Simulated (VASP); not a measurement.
Runs of VASP 6.6.1 on TaMn2N3. The structure is that of space group P6/mmm (No. 191), or close to it. The cells are those of the table. 

| task | spin | cell | k mesh | cutoff (eV) | gap on the mesh (eV) | pressure (GPa) |
| --- | --- | --- | --- | --- | --- | --- |
| single point | off | a = 4.812, b = 4.812, c = 2.756 Å, angles 90.0, 90.0, 120.0°, 6 atoms | 6 × 6 × 6 | 520 | none | (a) |
| single point | off | a = 4.804, b = 4.804, c = 2.764 Å, angles 90.0, 90.0, 120.0°, 6 atoms | 12 × 12 × 14 | 520 | none | 0.7 |
| relaxation of cell and atoms | off | relaxed from a = 4.758, b = 4.758, c = 2.808 Å, angles 90.0, 90.0, 120.0°, 6 atoms | 6 × 6 × 6 | 600 | none | 0.1 |
| single point | collinear, antiferromagnetic start | a = 4.758, b = 4.758, c = 2.808 Å, angles 90.0, 90.0, 120.0°, 6 atoms | 6 × 6 × 4 | 520 | none | 5.2 |

Alike in all rows: level PBE; potentials or basis VASP PAW PBE potentials, release 64 (Ta_pv, Mn_pv, N); smearing gaussian 0.1 eV.

Task: Estimate the missing entries.

Result: (a) 0.6.

Caveats: some runs use coarse meshes; spin-orbit coupling is left out, which moves the levels of the heavy elements.

A k mesh can miss the band edges, and the runs leave out spin-orbit coupling on Ta.

A gap of «none» marks levels without a gap at the run's occupations.
